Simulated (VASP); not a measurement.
A run of VASP 6.6.1 is set up as follows.

The input INCAR:

```
  PREC = Accurate
  ENCUT = 520
  EDIFF = 1E-6
  ISMEAR = -1
  SIGMA = 0.02
  LREAL = Auto
  LASPH = True
  NELM = 100
  ALGO = Normal
  ISIF = 2
  LWAVE = False
  LCHARG = True
  GGA = PE
  LELF = True
  LVHAR = True
  NBANDS = 86
```

KPOINTS

```
Automatic mesh
0
Gamma
  8 8 2
```

The input POSCAR:

```
ZnS
1.0
    3.8050880673      0.0000000000      0.0000000000
   -1.9025440336      3.2953029299      0.0000000000
    0.0000000000      0.0000000000     24.9159345000
Zn S
8 8
Direct
    0.3333333333      0.6666666667      0.1251184100
    0.0000000000      0.0000000000      0.0001589700
    0.6666666667      0.3333333333      0.6250474700
    0.6666666667      0.3333333333      0.8751387000
    0.0000000000      0.0000000000      0.7500222700
    0.3333333333      0.6666666667      0.5000781600
    0.0000000000      0.0000000000      0.3750879400
    0.6666666667      0.3333333333      0.2501284900
    0.6666666667      0.3333333333      0.3437219900
    0.6666666667      0.3333333333      0.7185811600
    0.3333333333      0.6666666667      0.2187340500
    0.0000000000      0.0000000000      0.8436723900
    0.6666666667      0.3333333333      0.9688127500
    0.0000000000      0.0000000000      0.0937260600
    0.3333333333      0.6666666667      0.5936859800
    0.0000000000      0.0000000000      0.4686862100
```

Potentials or basis: VASP PAW PBE potentials, release 64 (Zn, S).

Run with:

```console
$ cat potpaw_PBE.64/Zn/POTCAR potpaw_PBE.64/S/POTCAR > POTCAR
$ mpirun -np 1 vasp_std > vasp.out
```

**Question.** Predict the band gap on the k mesh.

**Answer.** 2.17 eV, direct.

**Question.** Estimate the largest force.

**Answer.** 0.014 eV/Å.

**Question.** Estimate the pressure.

**Answer.** 2.6 GPa.

Forces in eV/Å, atoms in the order of the input:
```
Zn   0.000  0.000 -0.005
Zn   0.000  0.000  0.004
Zn   0.000  0.000 -0.014
Zn   0.000  0.000  0.001
Zn   0.000  0.000 -0.009
Zn   0.000  0.000 -0.006
Zn   0.000  0.000 -0.004
Zn   0.000  0.000 -0.009
S    0.000  0.000  0.005
S    0.000  0.000 -0.001
S    0.000  0.000  0.004
S    0.000  0.000  0.006
S    0.000  0.000  0.008
S    0.000  0.000  0.009
S    0.000  0.000  0.002
S    0.000  0.000  0.007
```

A k mesh can miss the band edges.
